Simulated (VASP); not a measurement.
Here is a VASP 6.6.1 calculation.

The input INCAR:

```
ALGO = Normal
DIPOL = 0.5 0.5 0.673
EDIFF = 1E-6
ENCUT = 520
GGA = PS
GGA_COMPAT = False
IDIPOL = 3
ISIF = 2
ISMEAR = 0
IVDW = 12
LASPH = True
LCHARG = True
LDIPOL = True
LELF = True
LREAL = False
LVACPOTAV = True
LVHAR = True
LWAVE = False
NBANDS = 11
NELM = 120
NELMDL = -8
PREC = Accurate
SIGMA = 0.04
```

Contents of KPOINTS:

```
k-points
0
Gamma
  15 15 1
```

The input POSCAR:

```
C
1.0
    2.4583702521      0.0000000000      0.0000000000
   -1.2291851261      2.1290110902      0.0000000000
    0.0000000000      0.0000000000     20.9526120471
C
2
Direct
    1.0000000000      0.0000000000      0.6732050445
    0.3333333333      0.6666666667      0.6731419819
```

Potentials or basis: VASP PAW PBE potentials, release 64 (C).

Run with:

```sh
$ cat potpaw_PBE.64/C/POTCAR > POTCAR
$ mpirun -np 1 vasp_std > vasp.out
```

**Question.** Estimate the dispersion energy per atom.

**Answer.** -0.049 eV.

**Question.** Predict the band gap on the k mesh.

**Answer.** Zero (filled and empty bands touch).

Forces on the atoms (eV/Å):
```
C    0.000  0.000 -0.022
C    0.000  0.000  0.022
```

Caveat: the PAW data sets were made with another functional, which shifts forces and pressure a little.
